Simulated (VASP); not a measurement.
The system is MnFe2N2.

```
Mn Fe N
1.0
     2.89414    0.00000    0.00000
    -1.44707    2.50640    0.00000
     0.00000    0.00000    6.29437
Mn Fe N
1 2 2
Direct
  0.00000 0.00000 0.50000
  0.66667 0.33333 0.16720
  0.33333 0.66667 0.83280
  0.66667 0.33333 0.70681
  0.33333 0.66667 0.29319
```

| Item | Value |
| --- | --- |
| Program | VASP 6.6.1 |
| Task | relaxation of cell and atoms |
| Functional | PBE |
| Potentials or basis | VASP PAW PBE potentials, release 64 (Mn_pv, Fe, N) |
| Cutoff | 600 eV |
| k mesh | 12 × 12 × 6 |
| Occupations | gaussian, width 0.1 eV |
| Spin | no spin polarisation |

At the start: pressure -7.2 GPa; volume 9.13 Å³/atom.

Question: How do energy, volume and symmetry change on relaxing?

Answer: Over 10 steps the energy falls by 20.3 meV/atom and the volume is 8.83 Å³/atom (-3.3 %); space group P-3m1 (No. 164, to 0.1 Å) before and after.

The path:
```tsv
step	energy change (eV)	largest force (eV/Å)	pressure (GPa)	volume (Å³)
1	0.0000	0.4826	-7.22	45.66
2	-0.0419	0.4722	10.15	42.99
3	-0.0628	0.4911	3.28	43.93
4	-0.1003	0.0886	0.76	43.94
5	-0.1003	0.0876	0.72	43.94
6	-0.1011	0.0802	-0.43	44.17
7	-0.1011	0.0799	-0.52	44.18
8	-0.1015	0.0249	-0.01	44.17
9	-0.1016	0.0213	-0.07	44.17
10	-0.1016	0.0088	0.02	44.15
```

Final structure:
```
Mn Fe N
1.0
     2.90644    0.00000    0.00000
    -1.45322    2.51705    0.00000
     0.00000    0.00000    6.03534
Mn Fe N
1 2 2
Direct
  0.00000 0.00000 0.50000
  0.66667 0.33333 0.16909
  0.33333 0.66667 0.83091
  0.66667 0.33333 0.69963
  0.33333 0.66667 0.30037
```

Caveat: the run has no spin polarisation, though such a crystal can be magnetic.
